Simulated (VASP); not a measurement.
Write the native input for VASP 6.6.1 that does the following.

| Quantity | Value |
| --- | --- |
| Task | single point |
| Functional | PBE |
| Potentials or basis | VASP PAW PBE potentials, release 64 (Ge_d, Sb, Te) |
| Cutoff | 520 eV |
| k mesh | 12 × 12 × 2 |
| Occupations | gaussian, width 0.01 eV |
| Spin | no spin polarisation |
| Dipole correction | no |
| Further INCAR settings | ALGO = Normal; EDIFF = 1e-06; NBANDS = 39 |

The structure of GeSb4Te4 lies in POSCAR:

```
GeSb4Te4
1.0
    4.3490731688      0.0000000000      0.0000000000
   -2.1745365844      3.7664078471      0.0000000000
    0.0000000000      0.0000000000     17.2956369707
Ge Sb Te
1 4 4
Direct
    0.0000000000      0.0000000000      0.0000000000
    0.3333333333      0.6666666667      0.5447037119
    0.6666666667      0.3333333333      0.4552962881
    0.6666666673      0.3333333327      0.7887479483
    0.3333333327      0.6666666673      0.2112520517
    0.3333333333      0.6666666667      0.9036374030
    0.6666666667      0.3333333333      0.0963625970
    0.0000000003     -0.0000000003      0.6906128551
   -0.0000000003      0.0000000003      0.3093871449
```

This cell differs from its parent crystal: uniaxial strain along c: -2.0 %, then relaxed in part.

The input as run:

INCAR

```
ALGO = Normal
EDIFF = 1E-6
ENCUT = 520
GGA = PE
ISIF = 2
ISMEAR = 0
LASPH = T
LCHARG = F
LREAL = F
LWAVE = F
NBANDS = 39
NELM = 60
PREC = Accurate
SIGMA = 0.01
```

KPOINTS

```
k-points
0
Gamma
  12 12 2
```

Potentials or basis: VASP PAW PBE potentials, release 64 (Ge_d, Sb, Te).

The run is started by

```sh
$ cat potpaw_PBE.64/Ge_d/POTCAR potpaw_PBE.64/Sb/POTCAR potpaw_PBE.64/Te/POTCAR > POTCAR
$ mpirun -np 1 vasp_std > vasp.out
```

Results of the run:

* Pressure: 0.2 GPa
* Largest force: 0.053 eV/Å
* Band gap on the k mesh: 0.06 eV, direct

Caveat: the cell differs from its parent crystal (uniaxial strain along c: -2.0 %, then relaxed in part); spin-orbit coupling is left out, which moves the levels of the heavy elements.

It took 4.5 min on 1 thread of Intel(R) Xeon(R) 6975P-C (Granite Rapids) (shared host), peak memory 0.62 GiB.
